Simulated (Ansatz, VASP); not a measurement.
**One calculation of MgB2, two programs**

```xyz
3
Lattice="3.0573 0.0000 0.0000 -1.5287 2.6477 0.0000 0.0000 0.0000 3.4914" Properties=species:S:1:pos:R:3 pbc="T T T"
Mg    0.0000    0.0000    0.0000
B     0.0000    1.7652    1.7457
B     1.5287    0.8826    1.7457
```

Alike in both runs: task single point; functional PBE; k mesh 10 × 10 × 8; occupations gaussian, width 0.1 eV; no spin polarisation.

|  | VASP | Ansatz |
| --- | --- | --- |
| version | VASP 6.6.1 | Ansatz 0.2.0 |
| potentials or method | VASP PAW PBE potentials, release 64 (Mg, B), cutoff 520 eV | plane waves, PAW |
| valence electrons in the cell | 8 | 16 |

|  | VASP | Ansatz | Ansatz less VASP |
| --- | --- | --- | --- |
| pressure (GPa) | 3.1 | 3.3 | +0.22 |
| traceless stress, the component that is largest in VASP (GPa) | -1.22 | -1.09 | +0.129 |

The functional is the same, so the differences come from potentials, cutoffs and numerics. VASP's potentials hold 8 valence electrons a cell and Ansatz's 16, so a difference there can come from the potentials and not from the codes.
